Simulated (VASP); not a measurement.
A run of VASP 6.6.1:

File INCAR:

```
ALGO = Normal
EDIFF = 1E-6
ENCUT = 910
GGA = PS
GGA_COMPAT = False
ISIF = 2
ISMEAR = 0
LASPH = True
LCHARG = False
LREAL = False
LWAVE = False
NBANDS = 26
NELM = 120
PREC = Accurate
SIGMA = 0.1
```

Contents of KPOINTS:

```
k-points
0
Gamma
  6 6 9
```

POSCAR

```
C
1.0
    2.1161388137     -4.3612231631      0.0000000000
    2.1161388137      4.3612231631      0.0000000000
    0.0000000000      0.0000000000      2.5012371758
C
8
Direct
    0.6482551864      0.9815732313      0.0000000000
    0.3517448136      0.0184267687      0.0000000000
    0.0184267687      0.3517448136      0.0000000000
    0.9815732313      0.6482551864      0.0000000000
    0.4045845198      0.2261338168      0.5000000000
    0.5954154802      0.7738661832      0.5000000000
    0.7738661832      0.5954154802      0.5000000000
    0.2261338168      0.4045845198      0.5000000000
```

Potentials or basis: VASP PAW PBE potentials, release 64 (C_h).

Command:

```bash
$ cat potpaw_PBE.64/C_h/POTCAR > POTCAR
$ mpirun -np 1 vasp_std > vasp.out
```

Hardware: 1 thread of Intel(R) Xeon(R) 6975P-C (Granite Rapids) (shared host).

**Question.** Estimate the wall time of this run.

**Answer.** It took 2.7 min on 1 thread of Intel(R) Xeon(R) 6975P-C (Granite Rapids), with other jobs on the host, peak memory 0.29 GiB. Counts: scf iterations 13, k points 65.
